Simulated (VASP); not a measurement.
SrCd2Sb2, 5 atoms in the cell. Symmetry: P-3m1, No. 164, trigonal system. The conventional cell has a = 4.654 Å, b = 4.654 Å, c = 7.794 Å, α = 90.00°, β = 90.00°, γ = 120.00°. Within 4.4 Å of Sr (site symmetry -3m) lie 6 Sb at 3.32 Å and 6 Cd at 3.95 Å. Within 4.0 Å of Cd (site symmetry 3m) lie 4 Sb at 2.85 to 2.96 Å and 3 Cd at 3.36 Å and 3 Sr at 3.95 Å. Within 3.8 Å of Sb (site symmetry 3m) lie 4 Cd at 2.85 to 2.96 Å and 3 Sr at 3.32 Å.  This cell differs from its parent crystal: biaxial strain in the a-b plane: -1.0 %, then relaxed in part.

```yaml
Program: VASP 6.6.1
Task: single point
Functional: PBEsol
Potentials_or_basis: VASP PAW PBE potentials, release 64 (Sr_sv, Cd, Sb)
Cutoff: 520 eV
k_mesh: 12 × 12 × 6
Occupations: gaussian, width 0.1 eV
Spin: no spin polarisation
Dipole_correction: no
Further_INCAR_settings: ALGO = Normal; EDIFF = 1e-06; NBANDS = 30
```

Potentials or basis: VASP PAW PBE potentials, release 64 (Sr_sv, Cd, Sb).

The run is started by

```console
$ cat potpaw_PBE.64/Sr_sv/POTCAR potpaw_PBE.64/Cd/POTCAR potpaw_PBE.64/Sb/POTCAR > POTCAR
$ mpirun -np 1 vasp_std > vasp.out
```

Hardware: 1 thread of Intel Xeon 8259CL, on a shared host.

Problem. Estimate the wall time of this run.

Solution. Run time: 12 min on 1 thread of Intel Xeon 8259CL (shared host), peak memory 0.58 GiB. Counts: scf iterations 14, k points 100.
